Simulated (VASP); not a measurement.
# Ba (Im-3m) in VASP: notebook, part 2 of 2

VASP 6.6.1. Earlier steps stand in the parts before.

### 4 Relaxation of cell and atoms, r2SCAN, target pressure 10 GPa, at which the enthalpy is minimised

This run uses another cell than the first one, of 62.88 Å³/atom.

Input file POSCAR:

```
Ba
1.0
    2.5050000000      2.5050000000      2.5050000000
   -2.5050000000      2.5050000000      2.5050000000
   -2.5050000000     -2.5050000000      2.5050000000
Ba
1
Direct
    0.0000000000      0.0000000000      0.0000000000
```

Input file INCAR.step1:

```
PREC = Accurate
ENCUT = 600
ISMEAR = 0
SIGMA = 0.1
LREAL = F
LASPH = T
NELM = 80
GGA = PE
ALGO = Normal
EDIFF = 1E-4
LWAVE = T
LCHARG = F
```

Input file INCAR.step2:

```
PREC = Accurate
ENCUT = 600
EDIFF = 1E-6
ISMEAR = 0
SIGMA = 0.1
LREAL = F
LASPH = T
NELM = 80
ALGO = Normal
ISIF = 3
LWAVE = F
LCHARG = F
METAGGA = R2SCAN
LMIXTAU = T
IBRION = 2
NSW = 80
EDIFFG = -0.02
PSTRESS = 100.0
ISTART = 1
```

Input file KPOINTS:

```
regular mesh
0
Gamma
  6 6 6
```

Potentials or basis: VASP PAW PBE potentials, release 64 (Ba_sv).

Command:

```bash
> cat potpaw_PBE.64/Ba_sv/POTCAR > POTCAR
> cp INCAR.step1 INCAR
> mpirun -np 1 vasp_std > vasp.out
> cp INCAR.step2 INCAR
> mpirun -np 1 vasp_std > vasp.out
```

OUTCAR:

```text
PREC = Accurate
   ENCUT = 600
   EDIFF = 1E-6
   ISMEAR = 0
   LREAL = F
   LASPH = T
   NELM = 80
   ISIF = 3
   METAGGA = R2SCAN
   IBRION = 2
   NSW = 80
   EDIFFG = -0.02
   PSTRESS = 100.0
   ISTART = 1

 ion  position               nearest neighbor table
   1  0.000  0.000  0.000-

  LATTYP: Found a body centered cubic cell.
 ALAT       =     5.0100000000

  Lattice vectors:

 A1 = (   2.5050000000,  -2.5050000000,  -2.5050000000)
 A2 = (   2.5050000000,   2.5050000000,   2.5050000000)
 A3 = (  -2.5050000000,  -2.5050000000,   2.5050000000)

Analysis of symmetry for initial positions (statically):
=====================================================================
 Subroutine PRICEL returns:
 Original cell was already a primitive cell.

 Routine SETGRP: Setting up the symmetry group for a
 body centered cubic supercell.

 Subroutine GETGRP returns: Found 48 space group operations
 (whereof 48 operations were pure point group operations)
 out of a pool of 48 trial point group operations.

The static configuration has the point symmetry O_h .

Analysis of symmetry for dynamics (positions and initial velocities):
=====================================================================
 Subroutine PRICEL returns:
 Original cell was already a primitive cell.

 Routine SETGRP: Setting up the symmetry group for a
 body centered cubic supercell.

 Subroutine GETGRP returns: Found 48 space group operations
 (whereof 48 operations were pure point group operations)
 out of a pool of 48 trial point group operations.

The dynamic configuration has the point symmetry O_h .

 Subroutine INISYM returns: Found 48 space group operations
 (whereof 48 operations are pure point group operations),
 and found     1 'primitive' translations

----------------------------------------------------------------------------------------

                                     Primitive cell

  volume of cell :      62.8758

  direct lattice vectors                    reciprocal lattice vectors
[... 65 lines left out ...]
   NGXF,Y,Z  is equivalent  to a cutoff of  27.59, 27.59, 27.59 a.u.
 SYSTEM =  unknown system
   PREC   = accura    normal or accurate (medium, high low for compatibility)
   ISTART =      1    job   : 0-new  1-cont  2-samecut
   ICHARG =      0    charge: 1-file 2-atom 10-const
   ISPIN  =      1    spin polarized calculation?
   LNONCOLLINEAR =      F non collinear calculations
   LSORBIT =      F    spin-orbit coupling
   LASPH  =      T    aspherical Exc in radial PAW
   ENCUT  =  600.0 eV  44.10 Ry    6.64 a.u.   8.67  8.67  8.67*2*pi/ulx,y,z
   NELM   =     80;   NELMIN=  2; NELMDL=  0     # of ELM steps
   EDIFF  = 0.1E-05   stopping-criterion for ELM
   LREAL  =      F    real-space projection
   EDIFFG = -.2E-01   stopping-criterion for IOM
   NSW    =     80    number of steps for IOM
   IBRION =      2    ionic relax: 0-MD 1-quasi-New 2-CG
   NFREE  =      1    steps in history (QN), initial steepest desc. (CG)
   ISIF   =      3    stress and relaxation
   ISYM   =      2    0-nonsym 1-usesym 2-fastsym
   POTIM  = 0.5000    time-step for ionic-motion
   TEBEG  =    0.0;   TEEND  =   0.0 temperature during run
   PSTRESS=  100.0 pullay stress
   NELECT =      10.0000    total number of electrons
   NUPDOWN=      -1.0000    fix difference up-down
   EMIN   =  10.00;   EMAX   =-10.00  energy-range for DOS
   EFERMI =   0.00;   METHOD = LEGACY
   ISMEAR =     0;   SIGMA  =   0.10  broadening in eV -4-tet -1-fermi 0-gaus
   EFERMI_NEDOS =   21; number of points for ismear=-14 and -15
   IALGO  =     38    algorithm
   IMIX   =      4    mixing-type and parameters
     AMIX     =   0.40;   BMIX     =  1.00
     AMIX_MAG =   1.60;   BMIX_MAG =  1.00
  volume/ion in A,a.u.               =      62.88       424.31
  Fermi-wavevector in a.u.,A,eV,Ry     =   0.886980  1.676149 10.704157  0.786733
  Thomas-Fermi vector in A             =   2.008218
   LORBIT       =      0    0 simple, 1 ext, 2 COOP (PROOUT), +10 PAW based schemes
   METAGGA = R2SCAN    functional components
   LHFCALC =     F    Hartree Fock is set to
   AEXX    =    0.0000 exact exchange contribution
   IVDW    =     0    specifies the selected vdW correction
   LEPSILON=     F    determine dielectric tensor
   LRPA    =     F    only Hartree local field effects (RPA)
 conjugate gradient relaxation of ions
 non-spin polarized calculation
 Gauss-broadening in eV      SIGMA  =   0.10
  energy-cutoff  :      600.00
  volume of cell :       62.88
 maximum number of plane-waves:      2123
 NGX is ok and might be reduce to    36
   NGX = 17   NGY = 17   NGZ = 17

--------------------------------------- Ionic step        1  -------------------------------------------

 number of electron      10.0000001 magnetization

 Free energy of the ion-electron system (eV)
  ---------------------------------------------------
  ext. energy  EPLUGINS =         0.00000000
  ---------------------------------------------------
  free energy    TOTEN  =       -26.43088072 eV

  energy without entropy =      -26.42475871  energy(sigma->0) =      -26.42781971

 E-fermi :   1.7720     XC(G=0):  -7.8355

 val. band max:        1.7351144529   @ k =   0.3333   0.3333   0.3333
 cond. band min:       1.8409123927   @ k =   0.1667  -0.3333   0.1667
 fundamental gap:      0.1057979399
 Fermi energy:         1.7720044116
[... 462 lines left out ...]
--------------------------------------- Ionic step        3  -------------------------------------------

 number of electron      10.0000000 magnetization

 Free energy of the ion-electron system (eV)
  ---------------------------------------------------
  ext. energy  EPLUGINS =         0.00000000
  ---------------------------------------------------
  free energy    TOTEN  =       -25.81372820 eV

  energy without entropy =      -25.81076596  energy(sigma->0) =      -25.81224708

 E-fermi :   4.1902     XC(G=0):  -9.9358

 val. band max:        4.0942520642   @ k =  -0.3333   0.3333   0.0000
 cond. band min:       4.2941030167   @ k =   0.5000   0.3333   0.1667
 fundamental gap:      0.1998509526
 Fermi energy:         4.1901822990
[... 222 lines left out ...]
  energy  without entropy=      -25.8107659577  energy(sigma->0) =      -25.81224708

  enthalpy is  TOTEN    =       -23.5081989054 eV   P V=        2.3055292980

 reached required accuracy - stopping structural energy minimisation
```

OSZICAR.step1:

```text
N       E                     dE             d eps       ncg     rms          rms(c)
DAV:   1     0.606024190917E+02    0.60602E+02   -0.44857E+03   288   0.101E+03
DAV:   2     0.718224639420E+00   -0.59884E+02   -0.59015E+02   355   0.164E+02
DAV:   3    -0.182042428057E+01   -0.25386E+01   -0.25325E+01   358   0.380E+01
DAV:   4    -0.190130317861E+01   -0.80879E-01   -0.80782E-01   464   0.540E+00
DAV:   5    -0.190235159996E+01   -0.10484E-02   -0.10483E-02   379   0.430E-01    0.161E+00
DAV:   6    -0.190236600806E+01   -0.14408E-04   -0.28145E-03   420   0.643E-01    0.960E-01
DAV:   7    -0.190321178167E+01   -0.84577E-03   -0.69232E-03   328   0.110E+00    0.465E-02
DAV:   8    -0.190342722800E+01   -0.21545E-03   -0.36907E-04   444   0.146E-01    0.316E-02
DAV:   9    -0.190343354762E+01   -0.63196E-05   -0.10691E-05   178   0.374E-02
   1 F= -.19034335E+01 E0= -.18991271E+01  d E =-.861294E-02
```

Wall time 62 s (1 thread of Intel Xeon 6975P-C (Granite Rapids), shared host); peak memory 0.23 GiB.

Results:

| Item | Value |
| --- | --- |
| Free energy | -25.8137 eV |
| Relaxed volume | 36.94 Å³/atom |
| Relaxed cell | a = 3.634 Å, b = 3.634 Å, c = 3.634 Å, α = 70.53°, β = 109.47°, γ = 70.53° |
| Space group after relaxing (to 0.1 Å) | Im-3m (No. 229) |
| Energy change on relaxing (the run minimises the enthalpy) | +617.2 meV/atom |
| Ionic steps | 3 |
| Pressure after relaxing | 10.0 GPa |
| Band gap on the k mesh | zero (bands 5 and 6 overlap by 2.72 eV) |

Step by step:
| step | energy change (eV) | largest force (eV/Å) | pressure (GPa) | volume (Å³) |
| --- | --- | --- | --- | --- |
| 1 | 0.0000 | 0.0000 | 0.46 | 62.88 |
| 2 | 0.7819 | 0.0000 | 12.55 | 34.59 |
| 3 | 0.6172 | 0.0000 | 9.99 | 36.94 |

Final structure:
```xyz
1
Lattice="2.0980 2.0980 2.0980 -2.0980 2.0980 2.0980 -2.0980 -2.0980 2.0980" Properties=species:S:1:pos:R:3 pbc="T T T"
Ba    0.0000    0.0000    0.0000
```

Caveat: the cell is relaxed towards a set pressure, so the run minimises the enthalpy, not the energy; the volume moved by over 15 % at a fixed basis, so the end points are rough; the PAW data sets were made with another functional, which shifts forces and pressure a little; spin-orbit coupling is left out, which moves the levels of the heavy elements.

### 5 Summary

```csv
task,cell,cutoff (eV),gap on the mesh (eV),pressure (GPa)
single point,"a = 4.402 Å, angles 70.5, 109.5, 70.5°, 1 atom",520,none,0.1
relaxation of cell and atoms,"relaxed from a = 4.339 Å, angles 70.5, 109.5, 70.5°, 1 atom",600,none,0.0
relaxation of cell and atoms,"relaxed to 10 GPa from a = 4.339 Å, angles 70.5, 109.5, 70.5°, 1 atom",600,none,10.0
```

Alike in all rows: level r2SCAN; potentials or basis VASP PAW PBE potentials, release 64 (Ba_sv); no spin polarisation; k mesh 6 × 6 × 6; smearing gaussian 0.1 eV.

Caveats: the PAW data sets were made with another functional, which shifts forces and pressure a little; spin-orbit coupling is left out, which moves the levels of the heavy elements; the cell is relaxed towards a set pressure, so the run minimises the enthalpy, not the energy (at least some runs); the volume moved by over 15 % at a fixed basis, so the end points are rough (at least some runs).

Total energies depend on the potentials used, so only differences within one code and one set of settings carry meaning.
